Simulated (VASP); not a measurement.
Set up this calculation in VASP 6.6.1, as the native input.

| Item | Value |
| --- | --- |
| Task | relaxation of cell and atoms |
| Functional | PBE |
| Potentials or basis | VASP PAW PBE potentials, release 64 (Ta_pv, N) |
| Cutoff | 600 eV |
| k mesh | 17 × 17 × 17 |
| Occupations | fermi-dirac, width 0.05 eV |
| Spin | no spin polarisation |
| Target pressure | 140 GPa |
| Dipole correction | no |
| Further INCAR settings | ALGO = Normal; EDIFF = 1e-06; IBRION = 2; EDIFFG = -0.005; NSW = 60; ISIF = 3 |

The structure of TaN (rocksalt type) lies in POSCAR:

```
TaN
1.0
    0.0000000000      2.0330843887      2.0330843887
    2.0330843887      0.0000000000      2.0330843887
    2.0330843887      2.0330843887      0.0000000000
Ta N
1 1
Direct
    0.0000000000      0.0000000000      0.0000000000
    0.5000000000      0.5000000000      0.5000000000
```

These files were run (other wordings do the same):

INCAR

```
SYSTEM = TaN
ALGO = Normal
EDIFF = 1E-6
EDIFFG = -0.005
ENCUT = 600
GGA = PE
IBRION = 2
ISIF = 3
ISMEAR = -1
LASPH = .True.
LCHARG = .False.
LREAL = .False.
LWAVE = .False.
NELM = 60
NSW = 60
PREC = Accurate
PSTRESS = 1400.0
SIGMA = 0.05
```

KPOINTS

```
k-points
0
Gamma
  17 17 17
  0 0 0
```

Potentials or basis: VASP PAW PBE potentials, release 64 (Ta_pv, N).

Run with:

```bash
$ cat potpaw_PBE.64/Ta_pv/POTCAR potpaw_PBE.64/N/POTCAR > POTCAR
$ mpirun -np 1 vasp_std > vasp.out
```

It gave:

```json
{
 "Relaxed volume": "8.44 Å³/atom",
 "Relaxed cell": "a = 2.880 Å, b = 2.880 Å, c = 2.880 Å, α = 60.00°, β = 60.00°, γ = 60.00°",
 "Space group after relaxing (to 0.05 Å)": "Fm-3m (No. 225)",
 "Energy change on relaxing (the enthalpy is what falls)": "-35.0 meV/atom",
 "Ionic steps": "3",
 "Pressure after relaxing": "140.0 GPa",
 "Band gap on the k mesh": "zero (band 8 reaches 14.94 eV, above the bottom of band 9 at 9.49 eV)"
}
```

Caveat: the cell is relaxed towards a set pressure, so the enthalpy falls and the energy may rise; spin-orbit coupling is left out, which moves the levels of the heavy elements.

Run time: 37 s on 1 thread of Intel(R) Xeon(R) Platinum 8488C (Sapphire Rapids), on a shared host, peak memory 0.17 GiB.
